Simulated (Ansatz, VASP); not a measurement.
# Two plane-wave programs on LiH

The input INCAR:

```
SYSTEM = LiH
  PREC = Accurate
  ENCUT = 520
  EDIFF = 1E-6
  ISMEAR = 0
  SIGMA = 0.01
  LREAL = .FALSE.
  LASPH = .TRUE.
  NELM = 100
  ALGO = Normal
  ISIF = 2
  LWAVE = .FALSE.
  LCHARG = .TRUE.
  GGA = PE
  LELF = .TRUE.
  LVHAR = .TRUE.
  NBANDS = 9
```

File KPOINTS:

```
regular mesh
0
G
  4 4 4
  0 0 0
```

POSCAR

```
LiH
1.0
    0.0000000000      1.9984726927      1.9984726927
    1.9984726927      0.0000000000      1.9984726927
    1.9984726927      1.9984726927      0.0000000000
Li H
1 1
Direct
    0.0000000000      0.0000000000      0.0000000000
    0.5000000000      0.5000000000      0.5000000000
```

Input for Ansatz:

```yaml
crystal:
  lattice:
    - [0.0, 1.9984726927, 1.9984726927]
    - [1.9984726927, 0.0, 1.9984726927]
    - [1.9984726927, 1.9984726927, 0.0]
  atoms:
    - { symbol: Li, position: [0.0, 0.0, 0.0] }
    - { symbol: H, position: [0.5, 0.5, 0.5] }
kpoints:
  mp_grid: { grid: [4, 4, 4] }
hamiltonian:
  xc: pbe
scf:
  occupations: { method: fixed }
  n_extra_bands: 4
output:
  forces: true
  stress: true
  eigenvalues: true
```

Alike in both runs: task single point; functional PBE; k mesh 4 × 4 × 4; no spin polarisation.

```csv
,VASP,Ansatz
version,VASP 6.6.1,Ansatz 0.2.0
potentials or method,"VASP PAW PBE potentials, release 64 (Li_sv, H)",plane waves
plane-wave cutoff (eV),520,420
occupations,"gaussian, width 0.01 eV",fixed
valence electrons in the cell,4,4
```

```tsv
	VASP	Ansatz	Ansatz less VASP
gap on the k mesh at the Fermi level (eV)	2.96	2.97	+0.006
```

The k mesh is coarse, so the values compare programs but aren't converged. Noted on VASP's run: the cutoff is short for stress, so the pressure is rough.
